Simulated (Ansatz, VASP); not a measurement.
**Cr, level by level in two programs**

```
Cr
1.0
     2.71400    0.00000    0.00000
    -1.35700    2.35039    0.00000
     0.00000    0.00000    4.41000
Cr
2
Cartesian
  1.3570 0.7835 3.3075
  0.0000 1.5669 1.1025
```

Single points on this cell with VASP 6.6.1 and Ansatz 0.2.0. Each row is one pair of runs. Alike in all rows: spin: collinear, typed start; Ansatz's potentials, cutoff: Ansatz PAW, 420 eV.

| level | k mesh | smearing | VASP's potentials, cutoff | gap on the k mesh at the Fermi level (eV), VASP | gap on the k mesh at the Fermi level (eV), Ansatz | pressure (GPa), VASP | pressure (GPa), Ansatz | net moment per atom (μB), VASP | net moment per atom (μB), Ansatz |
| --- | --- | --- | --- | --- | --- | --- | --- | --- | --- |
| PBEsol | 11 × 11 × 6 | fermi-dirac, width 0.05 eV | VASP PAW PBE potentials, release 64 (Cr_sv), 600 eV | none | none | - | - | 0.83 | 0.82 |
| PBE | 11 × 11 × 6 | gaussian, width 0.025 eV | VASP PAW PBE potentials, release 64 (Cr_pv), 520 eV | none | none | -25.8 | -25.6 | 0.99 | 0.87 |
| PBE | 11 × 11 × 6 | gaussian, width 0.026 eV | VASP PAW PBE potentials, release 64 (Cr_pv), 520 eV | none | none | -26.2 | -25.6 | 1.05 | 0.87 |
| PBE | 11 × 11 × 6 | gaussian, width 0.012 eV | VASP PAW PBE potentials, release 64 (Cr_pv), 520 eV | ? | none | ? | -25.6 | ? | 0.87 |
| B3LYP | 6 × 6 × 3 | fermi-dirac, width 0.05 eV | VASP PAW PBE potentials, release 64 (Cr_pv), 520 eV | none | none | -21.6 | -21.7 | 1.49 | 1.49 |

Fill in what VASP gave in row 4.

gap on the k mesh at the Fermi level (eV): none; pressure (GPa): -25.1; net moment per atom (μB): 1.04.

VASP's potentials hold 24 valence electrons a cell and Ansatz's 28 in some rows, so a difference there can come from the potentials and not from the codes.

A gap of «none» marks a metal or a gap that the smearing closes.

In some rows the two programs ended in different magnetic states.

The k mesh is coarse in some rows, so the values compare programs but aren't converged. Noted on Ansatz's runs: the magnetic or orbital state may not be the lowest.
